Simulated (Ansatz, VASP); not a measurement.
## C: VASP beside Ansatz

```
C
1.0
     0.00000    1.85474    1.64073
     1.85474    0.00000    1.64073
     1.85474    1.85474    0.00000
C
2
Cartesian
  1.8547 1.8547 1.6407
  2.7821 2.7821 2.4611
```

Change from the starting cell: strain +0.040 along x and y, -0.080 along z, atoms carried along.

Alike in both runs: task single point; functional r2SCAN; k mesh 12 × 12 × 12; occupations gaussian, width 0.05 eV; no spin polarisation.

```csv
,VASP,Ansatz
version,VASP 6.6.1,Ansatz 0.2.0
potentials or method,"VASP PAW PBE potentials, release 64 (C), cutoff 520 eV","scalar-relativistic, plane waves, PAW"
valence electrons in the cell,8,8
```

Ansatz gave:

- gap on the k mesh at the Fermi level (eV): 1.29
- least direct gap on the mesh (eV): 3.83
- pressure (GPa): 0.2
- traceless stress, the component that is largest in VASP (GPa): 70.49

**Question.** Which values does VASP return?

**Answer.** gap on the k mesh at the Fermi level (eV): 1.26; least direct gap on the mesh (eV): 3.78; pressure (GPa): 1.3; traceless stress, the component that is largest in VASP (GPa): 70.37.

VASP's potentials were made for PBE, not for r2SCAN. With one functional, cell and mesh, what is left measures potentials, basis and numerics.
